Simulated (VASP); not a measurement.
# Ni (Fm-3m) in VASP: notebook

The runs below take Ni through single point, with PBE.

Program: VASP 6.6.1. These are calculated values, not measurements. Logs are shortened: lines on timing, memory, paths and dates and some standing lists are left out, and cuts for length are marked.

## (1) The cell of the first run

The structure is cubic, space group Fm-3m (No. 225). Conventional cell: a = 3.524 Å, b = 3.524 Å, c = 3.524 Å, α = 90.00°, β = 90.00°, γ = 90.00°. Within 3.3 Å of Ni (site symmetry m-3m) lie 12 Ni at 2.49 Å.

## (2) Single point, PBE, collinear spin, ferromagnetic start

INCAR

```
SYSTEM = Ni
PREC = Accurate
ENCUT = 520
EDIFF = 1E-7
ISMEAR = -1
SIGMA = 0.15
LREAL = .False.
LASPH = .True.
NELM = 150
ALGO = Normal
ISIF = 2
LWAVE = .False.
LCHARG = .True.
ISPIN = 2
MAGMOM = 1.5
LORBIT = 11
LMAXMIX = 4
GGA = PE
LELF = .True.
LVHAR = .True.
NBANDS = 15
```

KPOINTS

```
regular mesh
0
Gamma
  7 7 7
  0 0 0
```

POSCAR

```
Ni
1.0
    2.4917520000      0.0000000000      0.0000000000
    1.2458760000      2.1579205319      0.0000000000
    1.2458760000      0.7193068440      2.0345069885
Ni
1
Direct
    0.0000000000      0.0000000000      0.0000000000
```

Potentials or basis: VASP PAW PBE potentials, release 64 (Ni).

Launch:

```
$ cat potpaw_PBE.64/Ni/POTCAR > POTCAR
$ mpirun -np 1 vasp_std > vasp.out
```

OUTCAR:

```text
SYSTEM = Ni
   PREC = Accurate
   ENCUT = 520
   EDIFF = 1E-7
   ISMEAR = -1
   LREAL = .False.
   LASPH = .True.
   NELM = 150
   ISIF = 2
   ISPIN = 2
   LORBIT = 11
   GGA = PE

 ion  position               nearest neighbor table
   1  0.000  0.000  0.000-

  LATTYP: Found a face centered cubic cell.
 ALAT       =     3.5238694724

  Lattice vectors:

 A1 = (   2.4917520000,   0.0000000000,   0.0000000000)
 A2 = (   1.2458760000,   2.1579205319,   0.0000000000)
 A3 = (   1.2458760000,   0.7193068440,   2.0345069885)

Analysis of symmetry for initial positions (statically):
=====================================================================
 Subroutine PRICEL returns:
 Original cell was already a primitive cell.

 Routine SETGRP: Setting up the symmetry group for a
 face centered cubic supercell.

 Subroutine GETGRP returns: Found 48 space group operations
 (whereof 48 operations were pure point group operations)
 out of a pool of 48 trial point group operations.

The static configuration has the point symmetry O_h .

Analysis of symmetry for dynamics (positions and initial velocities):
=====================================================================
 Subroutine PRICEL returns:
 Original cell was already a primitive cell.

 Routine SETGRP: Setting up the symmetry group for a
 face centered cubic supercell.

 Subroutine GETGRP returns: Found 48 space group operations
 (whereof 48 operations were pure point group operations)
 out of a pool of 48 trial point group operations.

The dynamic configuration has the point symmetry O_h .

Analysis of structural, dynamic, and magnetic symmetry:
=====================================================================
 Subroutine PRICEL returns:
 Original cell was already a primitive cell.

 Routine SETGRP: Setting up the symmetry group for a
 face centered cubic supercell.

 Subroutine GETGRP returns: Found 48 space group operations
 (whereof 48 operations were pure point group operations)
 out of a pool of 48 trial point group operations.

The overall configuration has the point symmetry O_h .

 Subroutine INISYM returns: Found 48 space group operations
 (whereof 48 operations are pure point group operations),
 and found     1 'primitive' translations

----------------------------------------------------------------------------------------

                                     Primitive cell

  volume of cell :      10.9395

  direct lattice vectors                    reciprocal lattice vectors
     2.491752000  0.000000000  0.000000000     0.401324048 -0.231704547 -0.163839857
     1.245876000  2.157920532  0.000000000     0.000000000  0.463409095 -0.163839857
     1.245876000  0.719306844  2.034506989     0.000000000  0.000000000  0.491519570

  length of vectors
     2.491752000  2.491752000  2.491752000     0.491519570  0.491519570  0.491519570

  position of ions in fractional coordinates (direct lattice)
     0.000000000  0.000000000  0.000000000

  ion indices of the primitive-cell ions
   primitive index   ion index
                 1           1

----------------------------------------------------------------------------------------

 KPOINTS: regular mesh

Automatic generation of k-mesh.
 Grid dimensions read from file:
 generate k-points for:    7    7    7

 Generating k-lattice:

  Cartesian coordinates                     Fractional coordinates (reciprocal lattice)
     0.057332007 -0.033100650 -0.023405694     0.142857143  0.000000000  0.000000000
     0.000000000  0.066201299 -0.023405694     0.000000000  0.142857143  0.000000000
     0.000000000  0.000000000  0.070217081     0.000000000  0.000000000  0.142857143

  Length of vectors
     0.070217081  0.070217081  0.070217081

  Shift w.r.t. Gamma in fractional coordinates (k-lattice)
     0.000000000  0.000000000  0.000000000

 Subroutine IBZKPT returns following result:
 ===========================================

 Found     20 irreducible k-points:

 Following reciprocal coordinates:
            Coordinates               Weight
  0.000000  0.000000  0.000000      1.000000
  0.142857 -0.000000 -0.000000      8.000000
  0.285714  0.000000 -0.000000      8.000000
  0.428571  0.000000  0.000000      8.000000
  0.142857  0.142857  0.000000      6.000000
  0.285714  0.142857 -0.000000     24.000000
[... 12 lines left out ...]
 -0.428571  0.428571  0.142857     24.000000
 -0.285714  0.428571  0.142857     24.000000
   k-points           NKPTS =     20   k-points in BZ     NKDIM =     20   number of bands    NBANDS=     15
   number of dos      NEDOS =    301   number of ions     NIONS =      1
   total plane-waves  NPLWV =   8000
   dimension x,y,z NGX =    20 NGY =   20 NGZ =   20
   dimension x,y,z NGXF=    40 NGYF=   40 NGZF=   40
   ions per type =               1
   NGX,Y,Z   is equivalent  to a cutoff of  13.34, 13.34, 13.34 a.u.
   NGXF,Y,Z  is equivalent  to a cutoff of  26.69, 26.69, 26.69 a.u.
 SYSTEM =  Ni
   PREC   = accura    normal or accurate (medium, high low for compatibility)
   ISTART =      0    job   : 0-new  1-cont  2-samecut
   ICHARG =      2    charge: 1-file 2-atom 10-const
   ISPIN  =      2    spin polarized calculation?
   LNONCOLLINEAR =      F non collinear calculations
   LSORBIT =      F    spin-orbit coupling
   LASPH  =      T    aspherical Exc in radial PAW
   ENCUT  =  520.0 eV  38.22 Ry    6.18 a.u.   4.63  4.63  4.63*2*pi/ulx,y,z
   NELM   =    150;   NELMIN=  2; NELMDL= -5     # of ELM steps
   EDIFF  = 0.1E-06   stopping-criterion for ELM
   LREAL  =      F    real-space projection
   EDIFFG = 0.1E-05   stopping-criterion for IOM
   NSW    =      0    number of steps for IOM
   IBRION =     -1    ionic relax: 0-MD 1-quasi-New 2-CG
   NFREE  =      0    steps in history (QN), initial steepest desc. (CG)
   ISIF   =      2    stress and relaxation
   ISYM   =      2    0-nonsym 1-usesym 2-fastsym
   POTIM  = 0.5000    time-step for ionic-motion
   TEBEG  =    0.0;   TEEND  =   0.0 temperature during run
   PSTRESS=    0.0 pullay stress
   NELECT =      10.0000    total number of electrons
   NUPDOWN=      -1.0000    fix difference up-down
   EMIN   =  10.00;   EMAX   =-10.00  energy-range for DOS
   EFERMI =   0.00;   METHOD = LEGACY
   ISMEAR =    -1;   SIGMA  =   0.15  broadening in eV -4-tet -1-fermi 0-gaus
   EFERMI_NEDOS =   21; number of points for ismear=-14 and -15
   IALGO  =     38    algorithm
   IMIX   =      4    mixing-type and parameters
     AMIX     =   0.40;   BMIX     =  1.00
     AMIX_MAG =   1.60;   BMIX_MAG =  1.00
  volume/ion in A,a.u.               =      10.94        73.82
  Fermi-wavevector in a.u.,A,eV,Ry     =   1.588821  3.002437 34.345903  2.524353
  Thomas-Fermi vector in A             =   2.687766
   LORBIT       =     11    0 simple, 1 ext, 2 COOP (PROOUT), +10 PAW based schemes
   GGA     = PE    functional components
   LHFCALC =     F    Hartree Fock is set to
   AEXX    =    0.0000 exact exchange contribution
   IVDW    =     0    specifies the selected vdW correction
   LEPSILON=     F    determine dielectric tensor
   LRPA    =     F    only Hartree local field effects (RPA)
 spin polarized calculation
  energy-cutoff  :      520.00
  volume of cell :       10.94
 maximum number of plane-waves:       304
   NGX =  9   NGY =  9   NGZ =  9

 number of electron      10.0000010 magnetization       0.5042522

 Free energy of the ion-electron system (eV)
  ---------------------------------------------------
  ext. energy  EPLUGINS =         0.00000000
  ---------------------------------------------------
  free energy    TOTEN  =        -5.52828819 eV

  energy without entropy =       -5.40737530  energy(sigma->0) =       -5.46783175

 E-fermi :   9.2922     XC(G=0): -13.2224

 val. band max:        9.2897971941   @ k =   0.4286   0.4286  -0.0000
 cond. band min:       9.2985937200   @ k =  -0.4286   0.1429   0.0000
 fundamental gap:      0.0087965259
 Fermi energy:         9.2922172880

 spin component 1

 k-point     1 :       0.0000    0.0000    0.0000
  band No.  band energies     occupation
      1       0.3240      1.00000
      2       6.9758      1.00000
      3       6.9758      1.00000
      4       6.9758      1.00000
      5       8.1120      0.99962
      6       8.1120      0.99962
      7      32.9637      0.00000
      8      36.7898      0.00000
      9      36.7898      0.00000
     10      36.7898      0.00000
     11      39.7327      0.00000
     12      39.7327      0.00000
     13      39.7327      0.00000
     14      42.6738      0.00000
     15      48.9520      0.00000
[... 325 lines left out ...]
 k-point    20 :      -0.2857    0.4286    0.1429
  band No.  band energies     occupation
      1       5.6631      1.00000
      2       5.9786      1.00000
      3       6.6583      1.00000
      4       8.0708      0.99971
      5       8.7968      0.96453
      6      15.9115      0.00000
      7      16.3676      0.00000
      8      19.5802      0.00000
      9      22.9371      0.00000
     10      35.8003      0.00000
     11      42.1168      0.00000
     12      43.0507      0.00000
     13      47.8305      0.00000
     14      53.5894      0.00000
     15      55.6473      0.00000
 Fermi energy:         9.2922172880

 spin component 2

 k-point     1 :       0.0000    0.0000    0.0000
  band No.  band energies     occupation
      1       0.2951      1.00000
      2       7.5709      0.99999
      3       7.5709      0.99999
      4       7.5709      0.99999
      5       8.6004      0.99017
      6       8.6004      0.99017
      7      32.8277      0.00000
      8      36.7799      0.00000
      9      36.7799      0.00000
     10      36.7799      0.00000
     11      39.8090      0.00000
     12      39.8090      0.00000
     13      39.8090      0.00000
     14      42.5728      0.00000
     15      49.1040      0.00000
[... 325 lines left out ...]
 k-point    20 :      -0.2857    0.4286    0.1429
  band No.  band energies     occupation
      1       5.9866      1.00000
      2       6.4387      1.00000
      3       7.1413      1.00000
      4       8.5421      0.99331
      5       9.4716      0.23221
      6      16.0777      0.00000
      7      16.5188      0.00000
      8      19.7190      0.00000
      9      23.0196      0.00000
     10      35.8202      0.00000
     11      42.0929      0.00000
     12      43.1112      0.00000
     13      47.9752      0.00000
     14      53.5318      0.00000
     15      56.7838      0.00000

------------------------ aborting loop because EDIFF is reached ----------------------------------------

  FORCE on cell =-STRESS in cart. coord.  units (eV):
  Direction    XX          YY          ZZ          XY          YZ          ZX
  --------------------------------------------------------------------------------------
  -------------------------------------------------------------------------------------
  Total       -0.0402256     -0.0402256     -0.0402256     -0.0000000     -0.0000000      0.0000000
  in kB       -5.8913366     -5.8913366     -5.8913366     -0.0000000     -0.0000000      0.0000000
  external PRESSURE =      -5.8913366 kB  Pullay stress =       0.0000000 kB

 VOLUME and BASIS-vectors are now :
 -----------------------------------------------------------------------------
  energy-cutoff  :      520.00
  volume of cell :       10.94
      direct lattice vectors                 reciprocal lattice vectors
     2.491752000  0.000000000  0.000000000     0.401324048 -0.231704547 -0.163839857
     1.245876000  2.157920532  0.000000000     0.000000000  0.463409095 -0.163839857
     1.245876000  0.719306844  2.034506989     0.000000000  0.000000000  0.491519570

 POSITION                                       TOTAL-FORCE (eV/Angst)
 -----------------------------------------------------------------------------------
      0.00000      0.00000      0.00000         0.000000      0.000000      0.000000
 -----------------------------------------------------------------------------------
    total drift:                                0.000000      0.000000      0.000000

  FREE ENERGIE OF THE ION-ELECTRON SYSTEM (eV)
  ---------------------------------------------------
  free  energy   TOTEN  =        -5.5282881931 eV

  energy  without entropy=       -5.4073752986  energy(sigma->0) =       -5.46783175

 total charge

# of ion       s       p       d       tot
------------------------------------------
    1        0.493   0.491   8.317   9.301

 magnetization (x)

# of ion       s       p       d       tot
------------------------------------------
    1       -0.006  -0.020   0.540   0.514
```

Run time: 11 s. Hardware: 1 thread of Intel Xeon Platinum 8488C (Sapphire Rapids), shared host; peak memory 0.13 GiB.

What came out:

* Free energy: -5.5283 eV
* Pressure: -0.6 GPa
* Net moment: 0.50 μB per cell
* Site moments: Ni +0.51 μB
* Valence electrons inside the program's atomic spheres: Ni 9.30

Levels at points of the mesh, in eV from the Fermi level:
Spin up:
| k point | band 1 | band 2 | band 3 | band 4 | band 5 | band 6 | band 7 | band 8 | band 9 | band 10 |
| --- | --- | --- | --- | --- | --- | --- | --- | --- | --- | --- |
| (0.00, 0.00, 0.00) | -8.97 | -2.32 | -2.32 | -2.32 | -1.18 | -1.18 | 23.67 | 27.50 | 27.50 | 27.50 |
Spin down:
| k point | band 1 | band 2 | band 3 | band 4 | band 5 | band 6 | band 7 | band 8 | band 9 | band 10 |
| --- | --- | --- | --- | --- | --- | --- | --- | --- | --- | --- |
| (0.00, 0.00, 0.00) | -9.00 | -1.72 | -1.72 | -1.72 | -0.69 | -0.69 | 23.54 | 27.49 | 27.49 | 27.49 |

Caveat: the k points lie up to 0.44 Å⁻¹ apart.

(Part 1 of 2 ends here.)
